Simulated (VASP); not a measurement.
Crystal: Zn.

```xyz
3
Lattice="4.4132 0.0000 0.0000 -2.2066 3.8220 0.0000 0.0000 0.0000 2.7053" Properties=species:S:1:pos:R:3 pbc="T T T"
Zn    0.0000    0.0000    0.0000
Zn    0.0000    2.5480    1.3527
Zn    2.2066    1.2740    1.3527
```

This isn't the form of Zn at room conditions, which is hcp.

| Quantity | Value |
| --- | --- |
| Program | VASP 6.6.1 |
| Task | relaxation of cell and atoms |
| Functional | PBE |
| Potentials or basis | VASP PAW PBE potentials, release 64 (Zn) |
| Cutoff | 600 eV |
| k mesh | 8 × 8 × 12 |
| Occupations | fermi-dirac, width 0.1 eV |
| Spin | no spin polarisation |

At the start: pressure 1.7 GPa; volume 15.21 Å³/atom.

Q: How do energy, volume and symmetry change on relaxing?

A: Over 13 steps the energy falls by 2.7 meV/atom and the volume is 15.64 Å³/atom (+2.8 %); space group P6/mmm (No. 191, to 0.1 Å) before and after.

The path:
```csv
step,energy change (eV),largest force (eV/Å),pressure (GPa),volume (Å³)
1,0.0000,0.0000,1.68,45.63
2,-0.0072,0.0000,0.37,46.69
3,-0.0074,0.0000,-0.06,46.95
4,-0.0074,0.0000,-0.01,46.92
5,-0.0074,0.0000,0.02,46.89
6,-0.0074,0.0000,0.03,46.89
7,-0.0076,0.0000,0.07,46.88
8,-0.0078,0.0000,0.09,46.87
9,-0.0079,0.0000,0.16,46.84
10,-0.0079,0.0000,-0.07,46.95
11,-0.0079,0.0000,0.08,46.90
12,-0.0079,0.0000,0.06,46.91
13,-0.0080,0.0000,0.04,46.93
```

Final structure:
```
Zn
1.0
     4.49599    0.00000    0.00000
    -2.24800    3.89364    0.00000
     0.00000    0.00000    2.68094
Zn
3
Direct
  0.00000 0.00000 0.00000
  0.33333 0.66667 0.50000
  0.66667 0.33333 0.50000
```
